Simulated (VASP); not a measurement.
The system is As.

```
As
1.0
     4.39333    0.00000    0.00000
    -2.19666    3.80473    0.00000
     0.00000    0.00000    5.40947
As
4
Direct
  0.00000 0.00000 0.25000
  0.00000 0.00000 0.75000
  0.33333 0.66667 0.75000
  0.66667 0.33333 0.25000
```

- Program: VASP 6.6.1
- Task: relaxation of cell and atoms
- Functional: PBEsol
- Potentials or basis: VASP PAW PBE potentials, release 64 (As)
- Cutoff: 600 eV
- k mesh: 12 × 12 × 10
- Occupations: gaussian, width 0.1 eV
- Spin: no spin polarisation

At the start: pressure 0.5 GPa; volume 22.61 Å³/atom.

Where does the relaxation end?

Over 5 steps the energy falls by 2.6 meV/atom and the volume is 22.62 Å³/atom (+0.1 %); space group P6_3/mmc (No. 194, to 0.05 Å).

Step by step:
```
step  energy change (eV)  largest force (eV/Å)  pressure (GPa)  volume (Å³)
   1              0.0000                0.0000            0.51        90.42
   2             -0.0079                0.0000           -0.46        91.35
   3             -0.0079                0.0000           -0.50        91.39
   4             -0.0102                0.0000           -0.13        90.67
   5             -0.0103                0.0000           -0.04        90.48
```

Final structure:
```
As
1.0
     4.43058    0.00000    0.00000
    -2.21529    3.83700    0.00000
     0.00000    0.00000    5.32233
As
4
Direct
  0.00000 0.00000 0.25000
  0.00000 0.00000 0.75000
  0.33333 0.66667 0.75000
  0.66667 0.33333 0.25000
```

Caveat: the PAW data sets were made with another functional, which shifts forces and pressure a little.
